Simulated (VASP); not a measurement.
Here is a VASP 6.6.1 calculation.

File INCAR:

```
ALGO     = Normal         # electronic algorithm
EDIFF    = 1E-7           # SCF threshold, eV
EDIFFG   = -0.01          # ionic threshold
ENCUT    = 500            # plane-wave cutoff, eV
GGA      = PE             # functional
GGA_COMPAT= F            
IBRION   = 2              # ionic algorithm
ISIF     = 3              # what is computed and relaxed
ISMEAR   = 0              # smearing method
LASPH    = T              # aspherical terms in the spheres
LCHARG   = F              # write CHGCAR
LREAL    = F              # projectors in reciprocal space
LWAVE    = F              # write WAVECAR
NELM     = 120            # most SCF steps
NELMIN   = 4            
NSW      = 100            # ionic steps
PREC     = Accurate       # precision mode
SIGMA    = 0.1            # smearing width, eV
```

The input KPOINTS:

```
k-points
0
Gamma
  15 15 10
```

Contents of POSCAR:

```
ZrB3
1.0
    4.0147719177      0.0000000000      0.0000000000
   -2.0073859589      3.4768944711      0.0000000000
    0.0000000000      0.0000000000      4.6628140912
Zr B
1 3
Direct
    0.0000000000      0.0000000000      0.0000000000
    0.0000000000      0.0000000000      0.5000000000
    0.3333333333      0.6666666667      0.0000000000
    0.6666666667      0.3333333333      0.0000000000
```

Potentials or basis: VASP PAW PBE potentials, release 64 (Zr_sv, B).

Launch:

```sh
$ cat potpaw_PBE.64/Zr_sv/POTCAR potpaw_PBE.64/B/POTCAR > POTCAR
$ mpirun -np 1 vasp_std > vasp.out
```

Problem. Predict the space group after relaxing (to 0.05 Å).

Solution. P6/mmm (No. 191).

Problem. Estimate the relaxed volume.

Solution. 16.43 Å³/atom.

Problem. What does it give for the relaxed cell?

Solution. a = 4.034 Å, b = 4.034 Å, c = 4.663 Å, α = 90.00°, β = 90.00°, γ = 120.00°.

Final structure:
```xyz
4
Lattice="4.0344 0.0000 0.0000 -2.0172 3.4939 0.0000 0.0000 0.0000 4.6627" Properties=species:S:1:pos:R:3 pbc="T T T"
Zr    0.0000    0.0000    4.6627
B     0.0000    0.0000    2.3314
B     0.0000    2.3293    0.0000
B     2.0172    1.1646    4.6627
```
